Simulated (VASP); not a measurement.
Here is a VASP 6.6.1 calculation.

Contents of INCAR:

```
SYSTEM = NaGa2F3
  ALGO = Normal
  EDIFF = 1E-6
  EDIFFG = -0.01
  ENCUT = 600
  GGA = PE
  IBRION = 2
  ISIF = 3
  ISMEAR = 0
  LASPH = .TRUE.
  LCHARG = .FALSE.
  LREAL = .FALSE.
  LWAVE = .FALSE.
  NELM = 80
  NSW = 100
  PREC = Accurate
  SIGMA = 0.02
```

The input KPOINTS:

```
k-points
0
G
  6 6 6
  0 0 0
```

File POSCAR:

```
NaGa2F3
1.0
    2.5820561600      1.4907508200      3.9506773000
   -2.5820561600      1.4907508200      3.9506773000
    0.0000000000     -2.9815016400      3.9506773000
Na Ga F
1 2 3
Direct
    0.0000000000      0.0000000000      0.0000000000
    0.6272294500      0.6272294500      0.6272294500
    0.3727705500      0.3727705500      0.3727705500
    0.0000000000      0.5000000000      0.0000000000
    0.5000000000      0.0000000000      0.0000000000
    0.0000000000      0.0000000000      0.5000000000
```

Potentials or basis: VASP PAW PBE potentials, release 64 (Na_pv, Ga_d, F).

Run with:

```console
$ cat potpaw_PBE.64/Na_pv/POTCAR potpaw_PBE.64/Ga_d/POTCAR potpaw_PBE.64/F/POTCAR > POTCAR
$ mpirun -np 1 vasp_std > vasp.out
```

(1) Predict the relaxed cell.

(2) Estimate the space group after relaxing (to 0.1 Å).

(3) Estimate the band gap on the k mesh.

(4) Estimate the relaxed volume.

Results:

(1) a = 4.836 Å, b = 4.836 Å, c = 4.836 Å, α = 75.49°, β = 75.49°, γ = 75.49°.

(2) R-3m (No. 166).

(3) 1.65 eV (least direct gap 2.00 eV).

(4) 17.31 Å³/atom.
